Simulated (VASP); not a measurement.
# BN (R3m) in VASP: a series of runs, part 2 of 2

VASP 6.6.1. Earlier steps stand in the parts before.

### 3 Single point, PBE (strained)

INCAR reads:

```
SYSTEM = BN
PREC = Accurate
ENCUT = 520
EDIFF = 1E-7
ISMEAR = 0
SIGMA = 0.02
LREAL = .False.
LASPH = .True.
NELM = 100
ALGO = Normal
ISIF = 2
LWAVE = .False.
LCHARG = .True.
GGA = PE
LELF = .True.
LVHAR = .True.
NBANDS = 11
```

KPOINTS reads:

```
regular mesh
0
Gamma
  12 12 12
  0 0 0
```

POSCAR reads:

```
BN
1.0
    1.2776830987      0.7376706809      3.2421657365
   -1.2776830987      0.7376706809      3.2421657365
    0.0000000000     -1.4753413620      3.2421657365
B N
1 1
Direct
    1.0026359775      1.0026359775      1.0026359775
    0.3297970225      0.3297970225      0.3297970225
```

Potentials or basis: VASP PAW PBE potentials, release 64 (B, N).

Launch:

```console
$ cat potpaw_PBE.64/B/POTCAR potpaw_PBE.64/N/POTCAR > POTCAR
$ mpirun -np 1 vasp_std > vasp.out
```

OUTCAR:

```text
SYSTEM = BN
   PREC = Accurate
   ENCUT = 520
   EDIFF = 1E-7
   ISMEAR = 0
   LREAL = .False.
   LASPH = .True.
   NELM = 100
   ISIF = 2
   GGA = PE

 ion  position               nearest neighbor table
   1  0.003  0.003  0.003-   2 1.48   2 1.48   2 1.48
   2  0.330  0.330  0.330-   1 1.48   1 1.48   1 1.48

  LATTYP: Found a trigonal (rhomboedric) cell.
 ALAT       =     3.5620599093
 COS(alpha) =     0.7426798140

  Lattice vectors:

 A1 = (   1.2776830987,   0.7376706809,   3.2421657365)
 A2 = (  -1.2776830987,   0.7376706809,   3.2421657365)
 A3 = (   0.0000000000,  -1.4753413620,   3.2421657365)

Analysis of symmetry for initial positions (statically):
=====================================================================
 Subroutine PRICEL returns:
 Original cell was already a primitive cell.

 Routine SETGRP: Setting up the symmetry group for a
 trigonal (rhombohedral) supercell.

 Subroutine GETGRP returns: Found  6 space group operations
 (whereof  6 operations were pure point group operations)
 out of a pool of 12 trial point group operations.

The static configuration has the point symmetry C_3v.

Analysis of symmetry for dynamics (positions and initial velocities):
=====================================================================
 Subroutine PRICEL returns:
 Original cell was already a primitive cell.

 Routine SETGRP: Setting up the symmetry group for a
 trigonal (rhombohedral) supercell.

 Subroutine GETGRP returns: Found  6 space group operations
 (whereof  6 operations were pure point group operations)
 out of a pool of 12 trial point group operations.

The dynamic configuration has the point symmetry C_3v.

 Subroutine INISYM returns: Found  6 space group operations
 (whereof  6 operations are pure point group operations),
 and found     1 'primitive' translations

----------------------------------------------------------------------------------------

                                     Primitive cell

  volume of cell :      18.3346

  direct lattice vectors                    reciprocal lattice vectors
     1.277683099  0.737670681  3.242165737     0.391333344  0.225936412  0.102811935
    -1.277683099  0.737670681  3.242165737    -0.391333344  0.225936412  0.102811935
     0.000000000 -1.475341362  3.242165737     0.000000000 -0.451872823  0.102811935

  length of vectors
     3.562059909  3.562059909  3.562059909     0.463421344  0.463421344  0.463421344

  position of ions in fractional coordinates (direct lattice)
     0.002635977  0.002635977  0.002635977
     0.329797023  0.329797023  0.329797023

  ion indices of the primitive-cell ions
   primitive index   ion index
                 1           1
                 2           2

----------------------------------------------------------------------------------------

 KPOINTS: regular mesh

Automatic generation of k-mesh.
 Grid dimensions read from file:
 generate k-points for:   12   12   12

 Generating k-lattice:

  Cartesian coordinates                     Fractional coordinates (reciprocal lattice)
     0.032611112  0.018828034  0.008567661     0.083333333  0.000000000 -0.000000000
    -0.032611112  0.018828034  0.008567661     0.000000000  0.083333333 -0.000000000
     0.000000000 -0.037656069  0.008567661    -0.000000000 -0.000000000  0.083333333

  Length of vectors
     0.038618445  0.038618445  0.038618445

  Shift w.r.t. Gamma in fractional coordinates (k-lattice)
     0.000000000  0.000000000  0.000000000

 Subroutine IBZKPT returns following result:
 ===========================================

 Found    189 irreducible k-points:

 Following reciprocal coordinates:
            Coordinates               Weight
  0.000000  0.000000  0.000000      1.000000
  0.083333 -0.000000 -0.000000      6.000000
  0.166667 -0.000000  0.000000      6.000000
  0.250000  0.000000 -0.000000      6.000000
  0.333333  0.000000  0.000000      6.000000
  0.416667 -0.000000  0.000000      6.000000
[... 16 lines left out ...]
  0.500000  0.166667 -0.000000     12.000000
 -0.416667  0.166667 -0.000000     12.000000
 [... further k-points ...]
   k-points           NKPTS =    189   k-points in BZ     NKDIM =    189   number of bands    NBANDS=     11
   number of dos      NEDOS =    301   number of ions     NIONS =      2
   total plane-waves  NPLWV =  21952
   dimension x,y,z NGX =    28 NGY =   28 NGZ =   28
   dimension x,y,z NGXF=    56 NGYF=   56 NGZF=   56
   ions per type =               1   1
   NGX,Y,Z   is equivalent  to a cutoff of  13.07, 13.07, 13.07 a.u.
   NGXF,Y,Z  is equivalent  to a cutoff of  26.14, 26.14, 26.14 a.u.
 SYSTEM =  BN
   PREC   = accura    normal or accurate (medium, high low for compatibility)
   ISTART =      0    job   : 0-new  1-cont  2-samecut
   ICHARG =      2    charge: 1-file 2-atom 10-const
   ISPIN  =      1    spin polarized calculation?
   LNONCOLLINEAR =      F non collinear calculations
   LSORBIT =      F    spin-orbit coupling
   LASPH  =      T    aspherical Exc in radial PAW
   ENCUT  =  520.0 eV  38.22 Ry    6.18 a.u.   6.62  6.62  6.62*2*pi/ulx,y,z
   NELM   =    100;   NELMIN=  2; NELMDL= -5     # of ELM steps
   EDIFF  = 0.1E-06   stopping-criterion for ELM
   LREAL  =      F    real-space projection
   EDIFFG = 0.1E-05   stopping-criterion for IOM
   NSW    =      0    number of steps for IOM
   IBRION =     -1    ionic relax: 0-MD 1-quasi-New 2-CG
   NFREE  =      0    steps in history (QN), initial steepest desc. (CG)
   ISIF   =      2    stress and relaxation
   ISYM   =      2    0-nonsym 1-usesym 2-fastsym
   POTIM  = 0.5000    time-step for ionic-motion
   TEBEG  =    0.0;   TEEND  =   0.0 temperature during run
   PSTRESS=    0.0 pullay stress
   NELECT =       8.0000    total number of electrons
   NUPDOWN=      -1.0000    fix difference up-down
   EMIN   =  10.00;   EMAX   =-10.00  energy-range for DOS
   EFERMI =   0.00;   METHOD = LEGACY
   ISMEAR =     0;   SIGMA  =   0.02  broadening in eV -4-tet -1-fermi 0-gaus
   EFERMI_NEDOS =   21; number of points for ismear=-14 and -15
   IALGO  =     38    algorithm
   IMIX   =      4    mixing-type and parameters
     AMIX     =   0.40;   BMIX     =  1.00
     AMIX_MAG =   1.60;   BMIX_MAG =  1.00
  volume/ion in A,a.u.               =       9.17        61.86
  Fermi-wavevector in a.u.,A,eV,Ry     =   1.241693  2.346459 20.977472  1.541801
  Thomas-Fermi vector in A             =   2.376079
   LORBIT       =      0    0 simple, 1 ext, 2 COOP (PROOUT), +10 PAW based schemes
   GGA     = PE    functional components
   LHFCALC =     F    Hartree Fock is set to
   AEXX    =    0.0000 exact exchange contribution
   IVDW    =     0    specifies the selected vdW correction
   LEPSILON=     F    determine dielectric tensor
   LRPA    =     F    only Hartree local field effects (RPA)
 non-spin polarized calculation
 Gauss-broadening in eV      SIGMA  =   0.02
  energy-cutoff  :      520.00
  volume of cell :       18.33
 maximum number of plane-waves:       510
   NGX = 13   NGY = 13   NGZ = 13

 number of electron       7.9999999 magnetization

 Free energy of the ion-electron system (eV)
  ---------------------------------------------------
  ext. energy  EPLUGINS =         0.00000000
  ---------------------------------------------------
  free energy    TOTEN  =       -17.51670200 eV

  energy without entropy =      -17.51670200  energy(sigma->0) =      -17.51670200

 E-fermi :   2.3256     XC(G=0): -10.1142

 val. band max:        2.2050306119   @ k =  -0.3333   0.2500   0.0000
 cond. band min:       6.3341271897   @ k =   0.5000   0.5000  -0.0000
 fundamental gap:      4.1290965778
 Fermi energy:         2.3256339412

 k-point     1 :       0.0000    0.0000    0.0000
  band No.  band energies     occupation
      1     -15.2623      2.00000
      2      -1.4049      2.00000
      3       0.8657      2.00000
      4       0.8657      2.00000
      5       7.4953      0.00000
      6      13.3503      0.00000
      7      13.3503      0.00000
      8      14.6192      0.00000
      9      16.1992      0.00000
     10      27.1622      0.00000
     11      30.1552      0.00000
[... 309 lines left out ...]
 k-point    24 :      -0.4167    0.1667   -0.0000
  band No.  band energies     occupation
      1     -11.9823      2.00000
      2      -6.1672      2.00000
      3      -3.0623      2.00000
      4       1.9652      2.00000
      5       7.1566      0.00000
      6      13.3221      0.00000
      7      15.3503      0.00000
      8      16.4996      0.00000
      9      19.9021      0.00000
     10      22.5724      0.00000
     11      24.8125      0.00000

 [... further k-points ...]
[... 5 lines left out ...]
  --------------------------------------------------------------------------------------
  -------------------------------------------------------------------------------------
  Total       -1.9554201     -1.9554201      0.3061715      0.0000000     -0.0000000      0.0000000
  in kB     -170.8749948   -170.8749948     26.7548917      0.0000000     -0.0000000      0.0000000
  external PRESSURE =    -104.9983660 kB  Pullay stress =       0.0000000 kB

 VOLUME and BASIS-vectors are now :
 -----------------------------------------------------------------------------
  energy-cutoff  :      520.00
  volume of cell :       18.33
      direct lattice vectors                 reciprocal lattice vectors
     1.277683099  0.737670681  3.242165737     0.391333344  0.225936412  0.102811935
    -1.277683099  0.737670681  3.242165737    -0.391333344  0.225936412  0.102811935
     0.000000000 -1.475341362  3.242165737     0.000000000 -0.451872823  0.102811935

 POSITION                                       TOTAL-FORCE (eV/Angst)
 -----------------------------------------------------------------------------------
      0.00000     -0.00000      0.02564         0.000000      0.000000     -0.710620
      0.00000     -0.00000      3.20777         0.000000     -0.000000      0.710620
 -----------------------------------------------------------------------------------
    total drift:                                0.000000      0.000000     -0.000034

  FREE ENERGIE OF THE ION-ELECTRON SYSTEM (eV)
  ---------------------------------------------------
  free  energy   TOTEN  =       -17.5167019995 eV

  energy  without entropy=      -17.5167019995  energy(sigma->0) =      -17.51670200
```

stdout:

```text
POSCAR found type information on POSCAR B N
 POSCAR found :  2 types and       2 ions
 scaLAPACK will be used
 LDA part: xc-table for (Slater+PW92), standard interpolation
 POSCAR, INCAR and KPOINTS ok, starting setup
 FFT: planning ... GRIDC
 FFT: planning ... GRID_SOFT
 FFT: planning ... GRID
 WAVECAR not read
 entering main loop
```

It took 39 s on 1 thread of Intel Xeon Platinum 8559C (Emerald Rapids), shared host; peak memory 0.17 GiB.

Results:

```
Free energy            : -17.5167 eV
Pressure               : -10.5 GPa
Largest force          : 0.711 eV/Å
Band gap on the k mesh : 4.13 eV, indirect (least direct gap 4.57 eV)
```

Forces on the atoms (eV/Å):
```
B    0.000  0.000 -0.711
N    0.000  0.000  0.711
```

Caveat: the cell differs from its parent crystal (strained). A k mesh can miss the band edges.

### 4 Single point, PBE (strained and its atoms moved)

INCAR reads:

```
SYSTEM = BN
ALGO = Normal
EDIFF = 1E-6
ENCUT = 520
GGA = PE
ISIF = 2
ISMEAR = 0
LASPH = .TRUE.
LCHARG = .FALSE.
LREAL = .FALSE.
LWAVE = .FALSE.
NBANDS = 11
NELM = 80
PREC = Accurate
SIGMA = 0.02
```

KPOINTS reads:

```
k-points
0
G
  12 12 12
  0 0 0
```

POSCAR reads:

```
BN
1.0
    1.2506588681      0.7220682342      3.5740624818
   -1.2506588681      0.7220682342      3.5740624818
    0.0000000000     -1.4441364684      3.5740624818
B N
1 1
Direct
    0.9848473125      0.9848473125      0.9848473125
    0.3475856875      0.3475856875      0.3475856875
```

Launch:

```console
$ cat potpaw_PBE.64/B/POTCAR potpaw_PBE.64/N/POTCAR > POTCAR
$ mpirun -np 1 vasp_std > vasp.out
```

Run time: 47 s. Hardware: 1 thread of Intel Xeon Platinum 8559C (Emerald Rapids), shared host; peak memory 0.18 GiB.

Results (log left out):

```
Free energy            : -16.9319 eV
Pressure               : -2.5 GPa
Largest force          : 4.224 eV/Å
Band gap on the k mesh : 3.60 eV, indirect (least direct gap 4.12 eV)
```

Forces in eV/Å, atoms in the order of the input:
```
B    0.000  0.000  4.224
N    0.000  0.000 -4.224
```

Stress tensor (GPa, compression positive):
```
  1.83   0.00   0.00
  0.00   1.83   0.00
  0.00   0.00 -11.14
```

Levels at points of the mesh, in eV from the valence-band top:
| k point | band 2 | band 3 | band 4 | band 5 | band 6 | band 7 |
| --- | --- | --- | --- | --- | --- | --- |
| (0.00, 0.00, 0.00) | -4.11 | -0.50 | -0.50 | 3.62 | 11.73 | 11.73 |
| (0.50, 0.00, 0.00) | -8.48 | -3.27 | -0.67 | 4.93 | 9.41 | 12.92 |
| (0.50, 0.50, 0.00) | -8.41 | -3.31 | -0.91 | 3.60 | 10.01 | 13.90 |
| (0.50, 0.50, 0.50) | -5.80 | -0.50 | -0.50 | 8.07 | 11.63 | 11.63 |

Caveat: the cell differs from its parent crystal (strained and its atoms moved); forces of over 1 eV/Å act on the atoms, so gaps and moduli don't describe the material at rest.

### 5 Summary

| cell | gap on the mesh (eV) | pressure (GPa) | largest force (eV/Å) |
| --- | --- | --- | --- |
| a = 3.712 Å, angles 36.7°, 2 atoms | 4.74 | 66.0 | 0.64 |
| a = 3.562 Å, angles 42.0°, 2 atoms | 4.13 | -10.5 | 0.71 |
| a = 3.855 Å, angles 37.9°, 2 atoms | 3.60 | -2.5 | 4.22 |

Alike in all rows: task single point; level PBE; potentials or basis VASP PAW PBE potentials, release 64 (B, N); no spin polarisation; k mesh 12 × 12 × 12; cutoff (eV) 520; smearing gaussian 0.02 eV.

Caveats: forces of over 1 eV/Å act on the atoms, so gaps and moduli don't describe the material at rest (some runs).

Total energies depend on the potentials used, so only differences within one code and one set of settings carry meaning.
